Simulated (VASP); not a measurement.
Crystal: ZnAg2S2.

```
Zn Ag S
1.0
     4.34236    0.00000    0.00000
    -2.17118    3.76060    0.00000
     0.00000    0.00000    5.95448
Zn Ag S
1 2 2
Direct
  0.66667 0.33333 0.00000
  0.66667 0.33333 0.50000
  0.00000 0.00000 0.00000
  0.33333 0.66667 0.74238
  0.33333 0.66667 0.25762
```

| Quantity | Value |
| --- | --- |
| Program | VASP 6.6.1 |
| Task | relaxation of cell and atoms |
| Functional | PBE |
| Potentials or basis | VASP PAW PBE potentials, release 64 (Zn, Ag, S) |
| Cutoff | 600 eV |
| k mesh | 12 × 12 × 6 |
| Occupations | gaussian, width 0.1 eV |
| Spin | no spin polarisation |

At the start: pressure 0.1 GPa; volume 19.45 Å³/atom.

Q: How do energy, volume and symmetry change on relaxing?

A: Over 21 steps the energy falls by 8.5 meV/atom and the volume is 19.27 Å³/atom (-0.9 %); space group P-6m2 (No. 187, to 0.05 Å).

The path:
| step | energy change (eV) | largest force (eV/Å) | pressure (GPa) | volume (Å³) |
| --- | --- | --- | --- | --- |
| 1 | 0.0000 | 0.1002 | 0.07 | 97.24 |
| 2 | -0.0013 | 0.0796 | -0.04 | 97.35 |
| 3 | -0.0038 | 0.0298 | -0.35 | 97.71 |
| 4 | -0.0038 | 0.0383 | -0.86 | 98.41 |
| 5 | -0.0045 | 0.0064 | -0.62 | 98.05 |
| 6 | -0.0052 | 0.0127 | -0.55 | 97.95 |
| 7 | -0.0069 | 0.0322 | -0.38 | 97.66 |
| 8 | -0.0086 | 0.0774 | -0.02 | 97.06 |
| 9 | -0.0086 | 0.0842 | 0.04 | 96.98 |
| 10 | -0.0093 | 0.0917 | 0.04 | 96.94 |
| 11 | -0.0118 | 0.1243 | 0.05 | 96.84 |
| 12 | -0.0181 | 0.2014 | 0.08 | 96.62 |
| 13 | -0.0260 | 0.2783 | 0.23 | 96.13 |
| 14 | -0.0270 | 0.2723 | 0.21 | 96.15 |
| 15 | -0.0285 | 0.2482 | 0.12 | 96.19 |
| 16 | -0.0301 | 0.2354 | 0.09 | 96.23 |
| 17 | -0.0343 | 0.1956 | -0.04 | 96.37 |
| 18 | -0.0399 | 0.1081 | -0.25 | 96.65 |
| 19 | -0.0402 | 0.0598 | -0.57 | 97.19 |
| 20 | -0.0418 | 0.0159 | -0.44 | 96.94 |
| 21 | -0.0427 | 0.0057 | -0.01 | 96.33 |

Final structure:
```cif
data_structure
_symmetry_space_group_name_H-M 'P 1'
_symmetry_Int_Tables_number 1
_cell_length_a 4.4617
_cell_length_b 4.4617
_cell_length_c 5.5878
_cell_angle_alpha 90.000
_cell_angle_beta 90.000
_cell_angle_gamma 120.000
_cell_volume 96.33
loop_
_atom_site_label
_atom_site_type_symbol
_atom_site_fract_x
_atom_site_fract_y
_atom_site_fract_z
_atom_site_occupancy
Zn1 Zn 0.66667 0.33333 0.00000 1
Ag1 Ag 0.66667 0.33333 0.50000 1
Ag2 Ag 0.00000 0.00000 0.00000 1
S1 S 0.33333 0.66667 0.74378 1
S2 S 0.33333 0.66667 0.25622 1
```
